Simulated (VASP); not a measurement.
Write the native input for VASP 6.6.1 that does the following.

* Task: single point
* Functional: PBE
* Potentials or basis: VASP PAW PBE potentials, release 64 (Al, N)
* Cutoff: 520 eV
* k mesh: 12 × 12 × 6
* Occupations: gaussian, width 0.05 eV
* Spin: no spin polarisation
* Dipole correction: no
* Further INCAR settings: ALGO = Normal; EDIFF = 1e-06; NBANDS = 16

The structure of AlN lies in POSCAR:

```
AlN
1.0
    3.1302395629      0.0000000000      0.0000000000
   -1.5651197815      2.7108669814      0.0000000000
    0.0000000000      0.0000000000      5.0179796548
Al N
2 2
Direct
    0.3333333333      0.6666666667      0.0017287175
    0.6666666667      0.3333333333      0.5017287175
    0.4758598140      0.7710032920      0.3832712825
    0.6666666667      0.3333333333      0.8832712825
```

This cell differs from its parent crystal: atom 3 (N) moved +0.400 Å along Cartesian [1 1 0].

These files were run (other wordings do the same):

INCAR

```
SYSTEM = AlN
PREC = Accurate ; ENCUT = 520
EDIFF = 1E-6 ; ISMEAR = 0
SIGMA = 0.05 ; LREAL = .FALSE.
LASPH = .TRUE. ; NELM = 60
ALGO = Normal ; ISIF = 2
LWAVE = .FALSE. ; LCHARG = .FALSE.
GGA = PE ; NBANDS = 16
```

KPOINTS

```
regular mesh
0
G
  12 12 6
  0 0 0
```

Potentials or basis: VASP PAW PBE potentials, release 64 (Al, N).

Run with:

```console
$ cat potpaw_PBE.64/Al/POTCAR potpaw_PBE.64/N/POTCAR > POTCAR
$ mpirun -np 1 vasp_std > vasp.out
```

Results of the run:

```yaml
Pressure: 7.4 GPa
Largest_force: 5.658 eV/Å
Band_gap_on_the_k_mesh: 3.34 eV
```

Caveat: the cell differs from its parent crystal (atom 3 (N) moved +0.400 Å along Cartesian [1 1 0]); the stress differs along the axes, from -2 to 22 GPa; forces of over 1 eV/Å act on the atoms, so gaps and moduli don't describe the material at rest.

Run time: 80 s on 1 thread of Intel(R) Xeon(R) 6975P-C (Granite Rapids), on a shared host, peak memory 0.35 GiB.
